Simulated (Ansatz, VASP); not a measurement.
KBr: VASP beside Ansatz

```
CELL_PARAMETERS angstrom
4.04350 0.00000 0.00000
0.00000 4.04350 0.01516
0.00000 0.01516 4.04350
ATOMIC_POSITIONS crystal
K 0.00000 0.00000 0.00000
Br 0.50000 0.50000 0.50000
```

Change from the starting cell: strain +0.0075 x Voigt [0, 0, 0, 1, 0, 0], atoms carried along.

Alike in both runs: task single point; functional PBEsol; k mesh 6 × 6 × 6; occupations gaussian, width 0.05 eV; no spin polarisation.

```csv
,VASP,Ansatz
version,VASP 6.6.1,Ansatz 0.2.0
potentials or method,"VASP PAW PBE potentials, release 64 (K_sv, Br), cutoff 520 eV","scalar-relativistic, plane waves, PAW"
valence electrons in the cell,16,16
```

VASP gave:

| Property | Result |
| --- | --- |
| gap on the k mesh at the Fermi level (eV) | 3.70 |
| least direct gap on the mesh (eV) | 3.96 |
| pressure (GPa) | -1.2 |

Which values does Ansatz return?

gap on the k mesh at the Fermi level (eV): 3.71; least direct gap on the mesh (eV): 3.97; pressure (GPa): -1.2.

VASP's potentials were made for PBE, not for PBEsol.
